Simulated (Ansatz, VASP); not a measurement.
**Two plane-wave programs on RbCl**

```
Rb Cl
1.0
     0.00000    3.33846    3.33846
     3.33846    0.00000    3.33846
     3.33846    3.33846    0.00000
Rb Cl
1 1
Direct
  0.00000 0.00000 0.00000
  0.50000 0.50000 0.50000
```

Alike in both runs: task single point; functional r2SCAN; k mesh 6 × 6 × 6; no spin polarisation.

|  | VASP | Ansatz |
| --- | --- | --- |
| version | VASP 6.6.1 | Ansatz 0.2.0 |
| potentials or method | VASP PAW PBE potentials, release 64 (Rb_sv, Cl) | plane waves, PAW |
| plane-wave cutoff (eV) | 550 | 500 |
| occupations | gaussian, width 0.01 eV | fixed |
| valence electrons in the cell | 16 | 16 |

|  | VASP | Ansatz | Ansatz less VASP |
| --- | --- | --- | --- |
| gap on the k mesh at the Fermi level (eV) | 5.46 | 5.46 | -0.001 |
| pressure (GPa) | -0.4 | -0.4 | -0.01 |

VASP's potentials were made for PBE, not for r2SCAN.
